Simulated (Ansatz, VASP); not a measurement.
**SnTe in VASP and in Ansatz**

```
Sn Te
1.0
     0.00000    2.99331    3.49125
     2.99331    0.00000    3.49125
     2.99331    2.99331    0.00000
Sn Te
1 1
Direct
  0.00000 0.00000 0.00000
  0.50000 0.50000 0.50000
```

Alike in both runs: task single point; functional PBE; k mesh 5 × 5 × 5; occupations gaussian, width 0.05 eV; no spin polarisation.

|  | VASP | Ansatz |
| --- | --- | --- |
| version | VASP 6.6.1 | Ansatz 0.2.0 |
| potentials or method | VASP PAW PBE potentials, release 64 (Sn_d, Te), cutoff 500 eV | plane waves, PAW |
| valence electrons in the cell | 20 | 30 |

Ansatz gave:

```
pressure (GPa)                                                : 4.4
traceless stress, the component that is largest in VASP (GPa) : -9.43
```

Q: What did VASP give for the same quantities?

A: Pressure (GPa): 4.3; traceless stress, the component that is largest in VASP (GPa): -9.45.

VASP's potentials hold 20 valence electrons a cell and Ansatz's 30, so a difference there can come from the potentials and not from the codes.

Neither program's run includes spin-orbit coupling.
